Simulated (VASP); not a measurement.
# SrO (Fm-3m) in VASP: single point with PBE

Aim: the single point of SrO with PBE.

All numbers are computed with VASP 6.6.1; they aren't measurements. Logs are shortened: lines on timing, memory, paths and dates and some standing lists are left out, and cuts for length are marked.

## Step 1: The cell of the first run

Symmetry: Fm-3m, No. 225, cubic system. Conventional cell: a = 5.195 Å, b = 5.195 Å, c = 5.195 Å, α = 90.00°, β = 90.00°, γ = 90.00°. Sr (site symmetry m-3m) has 6 O at 2.60 Å within 3.4 Å. O (site symmetry m-3m) has 6 Sr at 2.60 Å within 3.4 Å.

## Step 2: Single point, PBE

The input, INCAR:

```
PREC = Accurate
ENCUT = 600
EDIFF = 1E-6
ISMEAR = 0
SIGMA = 0.02
LREAL = F
LASPH = T
NELM = 120
ALGO = Normal
ISIF = 2
LWAVE = F
LCHARG = F
GGA = PE
NBANDS = 15
GGA_COMPAT = F
```

The input, KPOINTS:

```
regular mesh
0
Gamma
  8 8 8
```

The input, POSCAR:

```
SrO
1.0
    0.0000000000      2.5975406456      2.5975406456
    2.5975406456      0.0000000000      2.5975406456
    2.5975406456      2.5975406456      0.0000000000
Sr O
1 1
Direct
    0.0000000000      0.0000000000      0.0000000000
    0.5000000000      0.5000000000      0.5000000000
```

Potentials or basis: VASP PAW PBE potentials, release 64 (Sr_sv, O).

Started as:

```
$ cat potpaw_PBE.64/Sr_sv/POTCAR potpaw_PBE.64/O/POTCAR > POTCAR
$ mpirun -np 1 vasp_std > vasp.out
```

OUTCAR:

```text
PREC = Accurate
   ENCUT = 600
   EDIFF = 1E-6
   ISMEAR = 0
   LREAL = F
   LASPH = T
   NELM = 120
   ISIF = 2
   GGA = PE

 ion  position               nearest neighbor table
   1  0.000  0.000  0.000-   2 2.60   2 2.60   2 2.60   2 2.60   2 2.60   2 2.60
   2  0.500  0.500  0.500-   1 2.60   1 2.60   1 2.60   1 2.60   1 2.60   1 2.60

  LATTYP: Found a face centered cubic cell.
 ALAT       =     5.1950812912

  Lattice vectors:

 A1 = (   0.0000000000,   2.5975406456,   2.5975406456)
 A2 = (   2.5975406456,   0.0000000000,   2.5975406456)
 A3 = (   2.5975406456,   2.5975406456,   0.0000000000)

Analysis of symmetry for initial positions (statically):
=====================================================================
 Subroutine PRICEL returns:
 Original cell was already a primitive cell.

 Routine SETGRP: Setting up the symmetry group for a
 face centered cubic supercell.

 Subroutine GETGRP returns: Found 48 space group operations
 (whereof 48 operations were pure point group operations)
 out of a pool of 48 trial point group operations.

The static configuration has the point symmetry O_h .

Analysis of symmetry for dynamics (positions and initial velocities):
=====================================================================
 Subroutine PRICEL returns:
 Original cell was already a primitive cell.

 Routine SETGRP: Setting up the symmetry group for a
 face centered cubic supercell.

 Subroutine GETGRP returns: Found 48 space group operations
 (whereof 48 operations were pure point group operations)
 out of a pool of 48 trial point group operations.

The dynamic configuration has the point symmetry O_h .

 Subroutine INISYM returns: Found 48 space group operations
 (whereof 48 operations are pure point group operations),
 and found     1 'primitive' translations

----------------------------------------------------------------------------------------

                                     Primitive cell

  volume of cell :      35.0523

  direct lattice vectors                    reciprocal lattice vectors
     0.000000000  2.597540646  2.597540646    -0.192489769  0.192489769  0.192489769
     2.597540646  0.000000000  2.597540646     0.192489769 -0.192489769  0.192489769
     2.597540646  2.597540646  0.000000000     0.192489769  0.192489769 -0.192489769

  length of vectors
     3.673477210  3.673477210  3.673477210     0.333402061  0.333402061  0.333402061

  position of ions in fractional coordinates (direct lattice)
     0.000000000  0.000000000  0.000000000
     0.500000000  0.500000000  0.500000000

  ion indices of the primitive-cell ions
   primitive index   ion index
                 1           1
                 2           2

----------------------------------------------------------------------------------------

 KPOINTS: regular mesh

Automatic generation of k-mesh.
 Grid dimensions read from file:
 generate k-points for:    8    8    8

 Generating k-lattice:

  Cartesian coordinates                     Fractional coordinates (reciprocal lattice)
    -0.024061221  0.024061221  0.024061221     0.125000000  0.000000000  0.000000000
     0.024061221 -0.024061221  0.024061221     0.000000000  0.125000000  0.000000000
     0.024061221  0.024061221 -0.024061221     0.000000000  0.000000000  0.125000000

  Length of vectors
     0.041675258  0.041675258  0.041675258

  Shift w.r.t. Gamma in fractional coordinates (k-lattice)
     0.000000000  0.000000000  0.000000000

 Subroutine IBZKPT returns following result:
 ===========================================

 Found     29 irreducible k-points:

 Following reciprocal coordinates:
            Coordinates               Weight
  0.000000  0.000000  0.000000      1.000000
  0.125000  0.000000  0.000000      8.000000
  0.250000  0.000000  0.000000      8.000000
  0.375000  0.000000  0.000000      8.000000
  0.500000  0.000000  0.000000      4.000000
  0.125000  0.125000  0.000000      6.000000
[... 16 lines left out ...]
  0.500000  0.250000  0.125000     48.000000
 -0.375000  0.250000  0.125000     24.000000
 [... further k-points ...]
   k-points           NKPTS =     29   k-points in BZ     NKDIM =     29   number of bands    NBANDS=     15
   number of dos      NEDOS =    301   number of ions     NIONS =      2
   total plane-waves  NPLWV =  27000
   dimension x,y,z NGX =    30 NGY =   30 NGZ =   30
   dimension x,y,z NGXF=    60 NGYF=   60 NGZF=   60
   ions per type =               1   1
   NGX,Y,Z   is equivalent  to a cutoff of  13.58, 13.58, 13.58 a.u.
   NGXF,Y,Z  is equivalent  to a cutoff of  27.15, 27.15, 27.15 a.u.
 SYSTEM =  unknown system
   PREC   = accura    normal or accurate (medium, high low for compatibility)
   ISTART =      0    job   : 0-new  1-cont  2-samecut
   ICHARG =      2    charge: 1-file 2-atom 10-const
   ISPIN  =      1    spin polarized calculation?
   LNONCOLLINEAR =      F non collinear calculations
   LSORBIT =      F    spin-orbit coupling
   LASPH  =      T    aspherical Exc in radial PAW
   ENCUT  =  600.0 eV  44.10 Ry    6.64 a.u.   7.34  7.34  7.34*2*pi/ulx,y,z
   NELM   =    120;   NELMIN=  2; NELMDL= -5     # of ELM steps
   EDIFF  = 0.1E-05   stopping-criterion for ELM
   LREAL  =      F    real-space projection
   EDIFFG = 0.1E-04   stopping-criterion for IOM
   NSW    =      0    number of steps for IOM
   IBRION =     -1    ionic relax: 0-MD 1-quasi-New 2-CG
   NFREE  =      0    steps in history (QN), initial steepest desc. (CG)
   ISIF   =      2    stress and relaxation
   ISYM   =      2    0-nonsym 1-usesym 2-fastsym
   POTIM  = 0.5000    time-step for ionic-motion
   TEBEG  =    0.0;   TEEND  =   0.0 temperature during run
   PSTRESS=    0.0 pullay stress
   NELECT =      16.0000    total number of electrons
   NUPDOWN=      -1.0000    fix difference up-down
   EMIN   =  10.00;   EMAX   =-10.00  energy-range for DOS
   EFERMI =   0.00;   METHOD = LEGACY
   ISMEAR =     0;   SIGMA  =   0.02  broadening in eV -4-tet -1-fermi 0-gaus
   EFERMI_NEDOS =   21; number of points for ismear=-14 and -15
   IALGO  =     38    algorithm
   IMIX   =      4    mixing-type and parameters
     AMIX     =   0.40;   BMIX     =  1.00
     AMIX_MAG =   1.60;   BMIX_MAG =  1.00
  volume/ion in A,a.u.               =      17.53       118.27
  Fermi-wavevector in a.u.,A,eV,Ry     =   1.260499  2.381998 21.617719  1.588858
  Thomas-Fermi vector in A             =   2.394005
   LORBIT       =      0    0 simple, 1 ext, 2 COOP (PROOUT), +10 PAW based schemes
   GGA     = PE    functional components
   LHFCALC =     F    Hartree Fock is set to
   AEXX    =    0.0000 exact exchange contribution
   IVDW    =     0    specifies the selected vdW correction
   LEPSILON=     F    determine dielectric tensor
   LRPA    =     F    only Hartree local field effects (RPA)
 non-spin polarized calculation
 Gauss-broadening in eV      SIGMA  =   0.02
  energy-cutoff  :      600.00
  volume of cell :       35.05
 maximum number of plane-waves:      1211
 NGX is ok and might be reduce to    30
   NGX = 15   NGY = 15   NGZ = 15

 number of electron      16.0000000 magnetization

 Free energy of the ion-electron system (eV)
  ---------------------------------------------------
  ext. energy  EPLUGINS =         0.00000000
  ---------------------------------------------------
  free energy    TOTEN  =       -12.05629403 eV

  energy without entropy =      -12.05629403  energy(sigma->0) =      -12.05629403

 E-fermi :   1.7276     XC(G=0):  -9.8815

 val. band max:        1.5190250453   @ k =   0.0000   0.0000   0.0000
 cond. band min:       4.8006262588   @ k =   0.5000   0.5000   0.0000
 fundamental gap:      3.2816012135
 Fermi energy:         1.7276371551

 k-point     1 :       0.0000    0.0000    0.0000
  band No.  band energies     occupation
      1     -30.9789      2.00000
      2     -13.5321      2.00000
      3     -12.6472      2.00000
      4     -12.6472      2.00000
      5     -12.6472      2.00000
      6       1.5190      2.00000
      7       1.5190      2.00000
      8       1.5190      2.00000
      9       5.2866      0.00000
     10       7.6617      0.00000
     11       7.6617      0.00000
     12       7.6617      0.00000
     13       9.7604      0.00000
     14       9.7604      0.00000
     15      14.0798      0.00000

 k-point     2 :       0.1250    0.0000    0.0000
  band No.  band energies     occupation
      1     -30.9616      2.00000
      2     -13.9046      2.00000
      3     -12.6586      2.00000
      4     -12.6586      2.00000
      5     -12.3183      2.00000
      6       1.0748      2.00000
      7       1.3331      2.00000
      8       1.3331      2.00000
      9       5.9733      0.00000
     10       7.5143      0.00000
     11       7.9567      0.00000
     12       7.9567      0.00000
     13      10.1469      0.00000
     14      10.1469      0.00000
     15      15.0416      0.00000

 k-point     3 :       0.2500    0.0000    0.0000
  band No.  band energies     occupation
      1     -30.9193      2.00000
      2     -14.4567      2.00000
      3     -12.6858      2.00000
      4     -12.6858      2.00000
      5     -11.8718      2.00000
      6       0.2720      2.00000
      7       0.9302      2.00000
      8       0.9302      2.00000
      9       7.3679      0.00000
     10       7.5551      0.00000
     11       8.7555      0.00000
     12       8.7555      0.00000
     13      11.1167      0.00000
     14      11.1167      0.00000
     15      16.9351      0.00000
[... 343 lines left out ...]
 k-point    23 :       0.5000    0.2500    0.1250
  band No.  band energies     occupation
      1     -30.8545      2.00000
      2     -14.6395      2.00000
      3     -12.9768      2.00000
      4     -12.8053      2.00000
      5     -11.8323      2.00000
      6       0.0152      2.00000
      7       0.6262      2.00000
      8       1.0004      2.00000
      9       7.0151      0.00000
     10       8.5102      0.00000
     11      10.2083      0.00000
     12      10.4183      0.00000
     13      12.3216      0.00000
     14      13.2515      0.00000
     15      15.4484      0.00000

 k-point    24 :      -0.3750    0.2500    0.1250
  band No.  band energies     occupation
      1     -30.8403      2.00000
      2     -14.7030      2.00000
      3     -12.9978      2.00000
      4     -12.8533      2.00000
      5     -11.8028      2.00000
      6      -0.0186      2.00000
      7       0.6840      2.00000
      8       0.7477      2.00000
      9       7.7744      0.00000
     10       8.1291      0.00000
     11      10.5699      0.00000
     12      10.8181      0.00000
     13      12.8264      0.00000
     14      14.1247      0.00000
     15      14.4930      0.00000

 [... further k-points ...]

------------------------ aborting loop because EDIFF is reached ----------------------------------------

  FORCE on cell =-STRESS in cart. coord.  units (eV):
  Direction    XX          YY          ZZ          XY          YZ          ZX
  --------------------------------------------------------------------------------------
  -------------------------------------------------------------------------------------
  Total        0.0914693      0.0914693      0.0914693      0.0000000      0.0000000      0.0000000
  in kB        4.1808900      4.1808900      4.1808900      0.0000000      0.0000000      0.0000000
  external PRESSURE =       4.1808900 kB  Pullay stress =       0.0000000 kB

 VOLUME and BASIS-vectors are now :
 -----------------------------------------------------------------------------
  energy-cutoff  :      600.00
  volume of cell :       35.05
      direct lattice vectors                 reciprocal lattice vectors
     0.000000000  2.597540646  2.597540646    -0.192489769  0.192489769  0.192489769
     2.597540646  0.000000000  2.597540646     0.192489769 -0.192489769  0.192489769
     2.597540646  2.597540646  0.000000000     0.192489769  0.192489769 -0.192489769

 POSITION                                       TOTAL-FORCE (eV/Angst)
 -----------------------------------------------------------------------------------
      0.00000      0.00000      0.00000        -0.000000     -0.000000     -0.000000
      2.59754      2.59754      2.59754         0.000000      0.000000      0.000000
 -----------------------------------------------------------------------------------
    total drift:                                0.000000      0.000000      0.000000

  FREE ENERGIE OF THE ION-ELECTRON SYSTEM (eV)
  ---------------------------------------------------
  free  energy   TOTEN  =       -12.0562940309 eV

  energy  without entropy=      -12.0562940309  energy(sigma->0) =      -12.05629403
```

It took 17 s on 1 thread of Intel Xeon Platinum 8375C at 2.90GHz (Ice Lake), shared host; peak memory 0.18 GiB.

Results:

- Free energy: -12.0563 eV
- Pressure: 0.4 GPa
- Band gap on the k mesh: 3.28 eV (least direct gap 3.39 eV)

Levels at points of the mesh, in eV from the valence-band top:
| k point | band 4 | band 5 | band 6 | band 7 | band 8 | band 9 | band 10 | band 11 | band 12 | band 13 |
| --- | --- | --- | --- | --- | --- | --- | --- | --- | --- | --- |
| (0.00, 0.00, 0.00) | -14.17 | -14.17 | 0.00 | 0.00 | 0.00 | 3.77 | 6.14 | 6.14 | 6.14 | 8.24 |
| (0.50, 0.00, 0.00) | -14.24 | -12.99 | -2.11 | -1.08 | -1.08 | 6.42 | 8.21 | 8.67 | 8.67 | 11.62 |
| (0.50, 0.50, 0.00) | -14.50 | -14.50 | -0.48 | -0.11 | -0.11 | 3.28 | 7.57 | 9.97 | 10.11 | 10.84 |

A k mesh can miss the band edges.
